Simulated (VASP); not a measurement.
Runs of VASP 6.6.1 on CeO2. The structure is that of space group Fm-3m (No. 225), or close to it. The cells are those of the table. 

```csv
level,cell,k mesh,gap on the mesh (eV),pressure (GPa)
r2SCAN,"a = 3.920 Å, angles 60.0°, 3 atoms",6 × 6 × 6,(c),-10.0
PBE,"a = 3.825 Å, angles 60.0°, 3 atoms",6 × 6 × 6,(b),5.6
PBE,"a = 3.845 Å, angles 60.0°, 3 atoms",8 × 8 × 8,1.91,(a)
r2SCAN,"a = 3.883 Å, angles 60.0°, 3 atoms",6 × 6 × 6,2.17,-5.5
r2SCAN,"a = 3.845 Å, angles 60.0°, 3 atoms",8 × 8 × 8,2.16,-0.2
r2SCAN,"a = 3.766 Å, angles 60.0°, 3 atoms",6 × 6 × 6,2.50,13.3
PBE,"a = 3.864 Å, angles 60.0°, 3 atoms",6 × 6 × 6,1.97,-0.1
r2SCAN,"a = 3.806 Å, angles 60.0°, 3 atoms",6 × 6 × 6,(d),6.0
PBE,"a = 3.785 Å, angles 60.0°, 3 atoms",6 × 6 × 6,2.16,12.3
PBE,"a = 3.940 Å, angles 60.0°, 3 atoms",6 × 6 × 6,1.80,-9.0
PBE,"a = 3.902 Å, angles 60.0°, 3 atoms",6 × 6 × 6,1.88,-4.9
r2SCAN,"a = 3.845 Å, angles 60.0°, 3 atoms",6 × 6 × 6,2.28,-0.2
```

Alike in all rows: task single point; potentials or basis VASP PAW PBE potentials, release 64 (Ce, O); no spin polarisation; cutoff (eV) 520; smearing gaussian 0.01 eV.

Question: Estimate the missing entries.

Answer: (a) 2.6; (b) 2.07; (c) 2.08; (d) 2.39.

Caveats: spin-orbit coupling is left out, which moves the levels of the heavy elements; the PAW data sets were made with another functional, which shifts forces and pressure a little (at least some runs); the cell stands under tension (at least some runs); the cell stands under pressure (at least some runs).

A k mesh can miss the band edges, and the runs leave out spin-orbit coupling on Ce.
